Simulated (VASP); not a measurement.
InP3: single point with PBEsol

The system is InP3.

```xyz
8
Lattice="3.7150 2.1448 3.2794 -3.7150 2.1448 3.2794 0.0000 -4.2897 3.2794" Properties=species:S:1:pos:R:3 pbc="T T T"
In    0.0000    0.0000    2.6886
In    0.0000    0.0000    7.1496
P     2.0563   -1.1872    6.0033
P     0.0000    2.3744    6.0033
P    -2.0563   -1.1872    6.0033
P    -2.0563    1.1872    3.8349
P     2.0563    1.1872    3.8349
P     0.0000   -2.3744    3.8349
```

```
Program                : VASP 6.6.1
Task                   : single point
Functional             : PBEsol
Potentials or basis    : VASP PAW PBE potentials, release 64 (In_d, P)
Cutoff                 : 520 eV
k mesh                 : 6 × 6 × 6
Occupations            : gaussian, width 0.15 eV
Spin                   : no spin polarisation
Dipole correction      : no
Further INCAR settings : ALGO = Normal; EDIFF = 1e-06; NBANDS = 38
```

```
Pressure               : 0.0 GPa
Largest force          : 0.027 eV/Å
Band gap on the k mesh : zero (bands 28 and 29 overlap by 0.48 eV)
```

Forces in eV/Å, atoms in the order of the input:
```
In   0.000  0.000  0.010
In   0.000  0.000 -0.010
P    0.010 -0.006  0.025
P    0.000  0.012  0.025
P   -0.010 -0.006  0.025
P   -0.010  0.006 -0.025
P    0.010  0.006 -0.025
P    0.000 -0.012 -0.025
```

Levels at points of the mesh, in eV from the Fermi level:
```csv
k point,band 25,band 26,band 27,band 28,band 29,band 30,band 31,band 32
"(0.00, 0.00, 0.00)",-2.27,-2.11,-0.70,-0.70,-0.22,-0.20,2.01,2.31
"(0.50, 0.00, 0.00)",-2.55,-1.53,-1.12,-1.08,0.32,2.58,2.59,3.12
"(0.50, 0.50, 0.00)",-1.41,-0.79,-0.62,0.03,1.26,1.41,2.20,2.40
"(0.50, 0.50, 0.50)",0.05,0.05,0.18,0.18,1.59,1.68,1.68,1.84
```

Wall time 85 s on 1 thread of Intel(R) Xeon(R) 6975P-C (Granite Rapids), on a shared host, peak memory 0.32 GiB.

Caveat: semilocal functionals underestimate gaps, so a narrow gap can read as zero; the PAW data sets were made with another functional, which shifts forces and pressure a little; spin-orbit coupling is left out, which moves the levels of the heavy elements.
